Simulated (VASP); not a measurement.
# HfN (Immm) in VASP: a series of runs

HfN is run at these levels: PBE; tasks: electric field gradients.

Everything below comes from runs of VASP 6.6.1. Logs are shortened: lines on timing, memory, paths and dates and some standing lists are left out, and cuts for length are marked.

**1. The cell of the first run**

It takes space group Immm (No. 71, orthorhombic). The conventional cell has a = 3.147 Å, b = 3.243 Å, c = 4.518 Å, α = 90.00°, β = 90.00°, γ = 90.00°. Hf (site symmetry mmm) has 6 N at 2.26 Å within 3.0 Å. Within 3.0 Å of N (site symmetry mmm) lie 6 Hf at 2.26 Å.

**2. Electric field gradients, PBE (xy shear strain of -3 %)**

INCAR reads:

```
PREC     = Accurate       # precision mode
ENCUT    = 520            # plane-wave cutoff, eV
EDIFF    = 1E-8           # SCF threshold, eV
ISMEAR   = -1             # smearing method
SIGMA    = 0.01           # smearing width, eV
LREAL    = F              # projectors in reciprocal space
LASPH    = T              # aspherical terms in the spheres
NELM     = 120            # most SCF steps
ALGO     = Normal         # electronic algorithm
ISIF     = 2              # what is computed and relaxed
LWAVE    = F              # write WAVECAR
LCHARG   = F              # write CHGCAR
GGA      = PE             # functional
LEFG     = T            
NBANDS   = 14             # bands
GGA_COMPAT= F
```

KPOINTS reads:

```
Automatic mesh
0
Gamma
  10 10 10
```

POSCAR reads:

```
HfN
1.0
   -0.0338850000      2.2590000000      2.2590000000
    2.2590000000     -0.0338850000      2.2590000000
    2.2251150000      2.2251150000      0.0000000000
Hf N
1 1
Direct
    0.0000000000      0.0000000000      0.0000000000
    0.5000000000      0.5000000000      0.5000000000
```

Potentials or basis: VASP PAW PBE potentials, release 64 (Hf_pv, N).

Command:

```console
> cat potpaw_PBE.64/Hf_pv/POTCAR potpaw_PBE.64/N/POTCAR > POTCAR
> mpirun -np 1 vasp_std > vasp.out
```

OUTCAR:

```text
PREC = Accurate
   ENCUT = 520
   EDIFF = 1E-8
   ISMEAR = -1
   LREAL = F
   LASPH = T
   NELM = 120
   ISIF = 2
   GGA = PE

 ion  position               nearest neighbor table
   1  0.000  0.000  0.000-   2 2.26   2 2.26   2 2.26   2 2.26   2 2.26   2 2.26
   2  0.500  0.500  0.500-   1 2.26   1 2.26   1 2.26   1 2.26   1 2.26   1 2.26

  LATTYP: Found a body centered orthorhombic cell.
 ALAT       =     3.1467878108
 B/A-ratio  =     1.0304568528
 C/A-ratio  =     1.4357498095

  Lattice vectors:

 A1 = (   0.0338850000,  -2.2590000000,  -2.2590000000)
 A2 = (  -0.0338850000,   2.2590000000,  -2.2590000000)
 A3 = (   2.2590000000,  -0.0338850000,   2.2590000000)

Analysis of symmetry for initial positions (statically):
=====================================================================
 Subroutine PRICEL returns:
 Original cell was already a primitive cell.

 Routine SETGRP: Setting up the symmetry group for a
 body centered orthorhombic supercell.

 Subroutine GETGRP returns: Found  8 space group operations
 (whereof  8 operations were pure point group operations)
 out of a pool of  8 trial point group operations.

The static configuration has the point symmetry D_2h.

Analysis of symmetry for dynamics (positions and initial velocities):
=====================================================================
 Subroutine PRICEL returns:
 Original cell was already a primitive cell.

 Routine SETGRP: Setting up the symmetry group for a
 body centered orthorhombic supercell.

 Subroutine GETGRP returns: Found  8 space group operations
 (whereof  8 operations were pure point group operations)
 out of a pool of  8 trial point group operations.

The dynamic configuration has the point symmetry D_2h.

 Subroutine INISYM returns: Found  8 space group operations
 (whereof  8 operations are pure point group operations),
 and found     1 'primitive' translations

----------------------------------------------------------------------------------------

                                     Primitive cell

  volume of cell :      23.0505

  direct lattice vectors                    reciprocal lattice vectors
    -0.033885000  2.259000000  2.259000000    -0.218065886  0.218065886  0.221336875
     2.259000000 -0.033885000  2.259000000     0.218065886 -0.218065886  0.221336875
     2.225115000  2.225115000  0.000000000     0.224707487  0.224707487 -0.221336875

  length of vectors
     3.194888135  3.194888135  3.146787811     0.379599096  0.379599096  0.387268539

  position of ions in fractional coordinates (direct lattice)
     0.000000000  0.000000000  0.000000000
     0.500000000  0.500000000  0.500000000

  ion indices of the primitive-cell ions
   primitive index   ion index
                 1           1
                 2           2

----------------------------------------------------------------------------------------

 KPOINTS: Automatic mesh

Automatic generation of k-mesh.
 Grid dimensions read from file:
 generate k-points for:   10   10   10

 Generating k-lattice:

  Cartesian coordinates                     Fractional coordinates (reciprocal lattice)
    -0.021806589  0.021806589  0.022133687     0.100000000  0.000000000  0.000000000
     0.021806589 -0.021806589  0.022133687     0.000000000  0.100000000  0.000000000
     0.022470749  0.022470749 -0.022133687     0.000000000  0.000000000  0.100000000

  Length of vectors
     0.037959910  0.037959910  0.038726854

  Shift w.r.t. Gamma in fractional coordinates (k-lattice)
     0.000000000  0.000000000  0.000000000

 Subroutine IBZKPT returns following result:
 ===========================================

 Found    171 irreducible k-points:

 Following reciprocal coordinates:
            Coordinates               Weight
  0.000000  0.000000  0.000000      1.000000
  0.100000  0.000000  0.000000      4.000000
  0.200000  0.000000  0.000000      4.000000
  0.300000  0.000000  0.000000      4.000000
  0.400000  0.000000  0.000000      4.000000
  0.500000 -0.000000  0.000000      2.000000
[... 16 lines left out ...]
  0.300000  0.300000  0.000000      2.000000
  0.400000  0.300000  0.000000      4.000000
 [... further k-points ...]
   k-points           NKPTS =    171   k-points in BZ     NKDIM =    171   number of bands    NBANDS=     14
   number of dos      NEDOS =    301   number of ions     NIONS =      2
   total plane-waves  NPLWV =  13824
   dimension x,y,z NGX =    24 NGY =   24 NGZ =   24
   dimension x,y,z NGXF=    48 NGYF=   48 NGZF=   48
   ions per type =               1   1
   NGX,Y,Z   is equivalent  to a cutoff of  12.49, 12.49, 12.68 a.u.
   NGXF,Y,Z  is equivalent  to a cutoff of  24.98, 24.98, 25.36 a.u.
 SYSTEM =  unknown system
   PREC   = accura    normal or accurate (medium, high low for compatibility)
   ISTART =      0    job   : 0-new  1-cont  2-samecut
   ICHARG =      2    charge: 1-file 2-atom 10-const
   ISPIN  =      1    spin polarized calculation?
   LNONCOLLINEAR =      F non collinear calculations
   LSORBIT =      F    spin-orbit coupling
   LASPH  =      T    aspherical Exc in radial PAW
   ENCUT  =  520.0 eV  38.22 Ry    6.18 a.u.   5.94  5.94  5.85*2*pi/ulx,y,z
   NELM   =    120;   NELMIN=  2; NELMDL= -5     # of ELM steps
   EDIFF  = 0.1E-07   stopping-criterion for ELM
   LREAL  =      F    real-space projection
   EDIFFG = 0.1E-06   stopping-criterion for IOM
   NSW    =      0    number of steps for IOM
   IBRION =     -1    ionic relax: 0-MD 1-quasi-New 2-CG
   NFREE  =      0    steps in history (QN), initial steepest desc. (CG)
   ISIF   =      2    stress and relaxation
   ISYM   =      2    0-nonsym 1-usesym 2-fastsym
   POTIM  = 0.5000    time-step for ionic-motion
   TEBEG  =    0.0;   TEEND  =   0.0 temperature during run
   PSTRESS=    0.0 pullay stress
   NELECT =      15.0000    total number of electrons
   NUPDOWN=      -1.0000    fix difference up-down
   EMIN   =  10.00;   EMAX   =-10.00  energy-range for DOS
   EFERMI =   0.00;   METHOD = LEGACY
   ISMEAR =    -1;   SIGMA  =   0.01  broadening in eV -4-tet -1-fermi 0-gaus
   EFERMI_NEDOS =   21; number of points for ismear=-14 and -15
   IALGO  =     38    algorithm
   IMIX   =      4    mixing-type and parameters
     AMIX     =   0.40;   BMIX     =  1.00
     AMIX_MAG =   1.60;   BMIX_MAG =  1.00
  volume/ion in A,a.u.               =      11.53        77.78
  Fermi-wavevector in a.u.,A,eV,Ry     =   1.418660  2.680878 27.383026  2.012596
  Thomas-Fermi vector in A             =   2.539762
   LORBIT       =      0    0 simple, 1 ext, 2 COOP (PROOUT), +10 PAW based schemes
   GGA     = PE    functional components
   LHFCALC =     F    Hartree Fock is set to
   AEXX    =    0.0000 exact exchange contribution
   IVDW    =     0    specifies the selected vdW correction
   LEPSILON=     F    determine dielectric tensor
   LRPA    =     F    only Hartree local field effects (RPA)
 non-spin polarized calculation
  energy-cutoff  :      520.00
  volume of cell :       23.05
 maximum number of plane-waves:       630
   NGX = 11   NGY = 11   NGZ = 11

 number of electron      15.0000000 magnetization

 Free energy of the ion-electron system (eV)
  ---------------------------------------------------
  ext. energy  EPLUGINS =         0.00000000
  ---------------------------------------------------
  free energy    TOTEN  =       -21.74069762 eV

  energy without entropy =      -21.74038676  energy(sigma->0) =      -21.74054219

 E-fermi :   8.4297     XC(G=0): -12.7336

 val. band max:        8.4241703674   @ k =  -0.2000  -0.4000   0.4000
 cond. band min:       8.4421495925   @ k =  -0.1000  -0.0000   0.1000
 fundamental gap:      0.0179792251
 Fermi energy:         8.4297264646

 k-point     1 :       0.0000    0.0000    0.0000
  band No.  band energies     occupation
      1     -22.7792      2.00000
      2     -22.7640      2.00000
      3     -22.7450      2.00000
      4      -9.1254      2.00000
      5       5.2819      2.00000
      6       5.3556      2.00000
      7       5.4415      2.00000
      8       7.8107      2.00000
      9       7.9971      2.00000
     10       8.2808      2.00000
     11      10.2144      0.00000
     12      10.3693      0.00000
     13      10.3723      0.00000
     14      17.9621      0.00000

 k-point     2 :       0.1000    0.0000    0.0000
  band No.  band energies     occupation
      1     -22.8722      2.00000
      2     -22.7756      2.00000
      3     -22.7535      2.00000
      4      -8.9004      2.00000
      5       4.3668      2.00000
      6       4.7879      2.00000
      7       4.9239      2.00000
      8       8.1318      2.00000
      9       8.3281      1.99992
     10       8.5949      0.00000
     11      10.8747      0.00000
     12      11.0859      0.00000
     13      11.0865      0.00000
     14      18.6792      0.00000

 k-point     3 :       0.2000    0.0000    0.0000
  band No.  band energies     occupation
      1     -23.1185      2.00000
      2     -22.7934      2.00000
      3     -22.7758      2.00000
      4      -8.2947      2.00000
      5       2.7053      2.00000
      6       3.7985      2.00000
      7       3.9692      2.00000
      8       8.6448      0.00000
      9       9.0725      0.00000
     10       9.3857      0.00000
     11      12.2886      0.00000
     12      12.7156      0.00000
     13      12.7317      0.00000
     14      20.3983      0.00000
[... 324 lines left out ...]
 k-point    23 :       0.3000    0.3000    0.0000
  band No.  band energies     occupation
      1     -23.3276      2.00000
      2     -22.9912      2.00000
      3     -22.9379      2.00000
      4      -7.8423      2.00000
      5       1.5682      2.00000
      6       4.4072      2.00000
      7       4.6294      2.00000
      8       5.4698      2.00000
      9      11.6502      0.00000
     10      12.1460      0.00000
     11      12.3710      0.00000
     12      12.5897      0.00000
     13      17.3708      0.00000
     14      20.5900      0.00000

 k-point    24 :       0.4000    0.3000    0.0000
  band No.  band energies     occupation
      1     -23.4387      2.00000
      2     -23.0462      2.00000
      3     -22.9688      2.00000
      4      -7.7336      2.00000
      5       1.7710      2.00000
      6       3.7103      2.00000
      7       4.3823      2.00000
      8       5.8725      2.00000
      9      12.4740      0.00000
     10      12.9641      0.00000
     11      13.1402      0.00000
     12      13.1944      0.00000
     13      17.5259      0.00000
     14      19.6772      0.00000

 [... further k-points ...]

------------------------ aborting loop because EDIFF is reached ----------------------------------------

  FORCE on cell =-STRESS in cart. coord.  units (eV):
  Direction    XX          YY          ZZ          XY          YZ          ZX
  --------------------------------------------------------------------------------------
  -------------------------------------------------------------------------------------
  Total        0.4331656      0.4331656      0.4825075      0.4857903      0.0000000      0.0000000
  in kB       30.1081180     30.1081180     33.5377293     33.7659099      0.0000000      0.0000000
  external PRESSURE =      31.2513217 kB  Pullay stress =       0.0000000 kB

 VOLUME and BASIS-vectors are now :
 -----------------------------------------------------------------------------
  energy-cutoff  :      520.00
  volume of cell :       23.05
      direct lattice vectors                 reciprocal lattice vectors
    -0.033885000  2.259000000  2.259000000    -0.218065886  0.218065886  0.221336875
     2.259000000 -0.033885000  2.259000000     0.218065886 -0.218065886  0.221336875
     2.225115000  2.225115000  0.000000000     0.224707487  0.224707487 -0.221336875

 POSITION                                       TOTAL-FORCE (eV/Angst)
 -----------------------------------------------------------------------------------
      0.00000      0.00000      0.00000        -0.000000      0.000000      0.000000
      2.22511      2.22511      2.25900         0.000000     -0.000000      0.000000
 -----------------------------------------------------------------------------------
    total drift:                                0.000000     -0.000000     -0.000000

  FREE ENERGIE OF THE ION-ELECTRON SYSTEM (eV)
  ---------------------------------------------------
  free  energy   TOTEN  =       -21.7406976249 eV

  energy  without entropy=      -21.7403867615  energy(sigma->0) =      -21.74054219

 Electric field gradients (V/A^2)
---------------------------------------------------------------------
 ion       V_xx      V_yy      V_zz      V_xy      V_xz      V_yz
---------------------------------------------------------------------
   1       0.494     0.494    -0.988    11.411    -0.000    -0.000
   2       0.219     0.219    -0.439    -1.914     0.001     0.001
---------------------------------------------------------------------

 Electric field gradients after diagonalization (V/A^2)
 (convention: |V_zz| > |V_xx| > |V_yy|)
----------------------------------------------------------------------
 ion       V_xx      V_yy      V_zz     asymmetry (V_yy - V_xx)/ V_zz
----------------------------------------------------------------------
   1     -10.917    -0.988    11.905       0.834
   2      -1.695    -0.439     2.133       0.589
----------------------------------------------------------------------

           NMR quadrupolar parameters

 Cq : quadrupolar parameter    Cq=e*Q*V_zz/h
 eta: asymmetry parameters     (V_yy - V_xx)/ V_zz
 Q  : nuclear electric quadrupole moment in mb (millibarn)
----------------------------------------------------------------------
 ion       Cq(MHz)       eta       Q (mb)
----------------------------------------------------------------------
   1       0.029       0.834       1.000
   2       0.005       0.589       1.000
----------------------------------------------------------------------
```

Run time: 1.7 min. Hardware: 1 thread of AMD EPYC, shared host; peak memory 0.15 GiB.

What came out:

```
Free energy                             : -21.7407 eV
Pressure                                : 3.1 GPa
Band gap on the k mesh                  : zero (an odd number of electrons rules out a gap without spin polarisation)
Largest electric field gradient by atom : Hf +11.9; N +2.1 V/Å²
```

Levels at points of the mesh, in eV from the Fermi level:
| k point | band 4 | band 5 | band 6 | band 7 | band 8 | band 9 | band 10 | band 11 | band 12 | band 13 |
| --- | --- | --- | --- | --- | --- | --- | --- | --- | --- | --- |
| (0.00, 0.00, 0.00) | -17.56 | -3.15 | -3.07 | -2.99 | -0.62 | -0.43 | -0.15 | 1.78 | 1.94 | 1.94 |
| (0.50, 0.00, 0.00) | -14.86 | -8.95 | -6.25 | -6.03 | 2.99 | 3.58 | 3.76 | 4.44 | 8.68 | 8.75 |
| (0.50, 0.50, 0.00) | -16.46 | -5.46 | -3.86 | -3.85 | -3.62 | 4.07 | 5.48 | 5.50 | 5.56 | 7.96 |
| (0.00, 0.00, 0.50) | -14.81 | -8.91 | -6.41 | -6.21 | 3.18 | 3.58 | 4.04 | 4.35 | 8.83 | 8.89 |
| (0.50, 0.00, 0.50) | -16.46 | -5.46 | -3.85 | -3.74 | -3.74 | 4.03 | 5.35 | 5.48 | 5.66 | 8.00 |

Electric field gradients, principal values (V/Å²):
| atom | least | middle | greatest (by size) |
| --- | --- | --- | --- |
| 1 Hf | -0.988 | -10.917 | 11.905 |
| 2 N | -0.439 | -1.695 | 2.133 |

Caveat: the cell differs from its parent crystal (xy shear strain of -3 %); the cell stands under pressure; without QUAD_EFG the Cq values of the log hold for a quadrupole moment of 1 mb, not for the nuclei; spin-orbit coupling is left out, which moves the levels of the heavy elements.

[end of part 1 of 2]
